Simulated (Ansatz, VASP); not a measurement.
# Two plane-wave programs on As

The input INCAR:

```
  ALGO = Normal
  EDIFF = 1E-6
  EDIFFG = -0.01
  ENCUT = 600
  GGA = PS
  IBRION = 2
  ISIF = 3
  ISMEAR = 0
  LASPH = True
  LCHARG = False
  LREAL = False
  LWAVE = False
  NELM = 80
  NSW = 100
  PREC = Accurate
  SIGMA = 0.1
```

Contents of KPOINTS:

```
k-points
0
Gamma
  16 16 16
```

File POSCAR:

```
As
1.0
    0.0000000000      3.0157625131      3.0157625131
    3.0157625131      0.0000000000      3.0157625131
    3.0157625131      3.0157625131      0.0000000000
As
2
Direct
    0.0000000000      0.0000000000      0.0000000000
    0.2500000000      0.2500000000      0.2500000000
```

Input for Ansatz:

```yaml
crystal:
  lattice:
    - [0.0, 3.0157625131, 3.0157625131]
    - [3.0157625131, 0.0, 3.0157625131]
    - [3.0157625131, 3.0157625131, 0.0]
  atoms:
    - { symbol: As, position: [0.0, 0.0, 0.0] }
    - { symbol: As, position: [0.25, 0.25, 0.25] }
basis:
  ecutwfc: 420
kpoints:
  mp_grid: { grid: [16, 16, 16] }
hamiltonian:
  xc: pbesol
scf:
  occupations: { method: gaussian, width: 0.1 }
output:
  forces: true
  stress: true
  eigenvalues: true
relax:
  adjacent_minimum: "off"
  f_tol: 0.01
  max_steps: 80
  cell: { stress_tol: 0.05 }
```

Alike in both runs: task relaxation of cell and atoms; functional PBEsol; k mesh 16 × 16 × 16; occupations gaussian, width 0.1 eV; no spin polarisation.

|  | VASP | Ansatz |
| --- | --- | --- |
| version | VASP 6.6.1 | Ansatz 0.2.0 |
| potentials or method | VASP PAW PBE potentials, release 64 (As), cutoff 600 eV | scalar-relativistic, plane waves, PAW |
| valence electrons in the cell | 10 | 30 |

```tsv
	VASP	Ansatz	Ansatz less VASP
gap on the k mesh at the Fermi level, each at its own relaxed structure (eV)	none	none	-
relaxed volume (Å³/atom)	27.30	27.18	-0.111
relaxed cell length with the largest relative difference (Å)	4.258	4.252	-0.0058
```

VASP's potentials were made for PBE, not for PBEsol. A gap of «none» marks a metal or a gap that the smearing closes. VASP's potentials hold 10 valence electrons a cell and Ansatz's 30, so a difference there can come from the potentials and not from the codes.
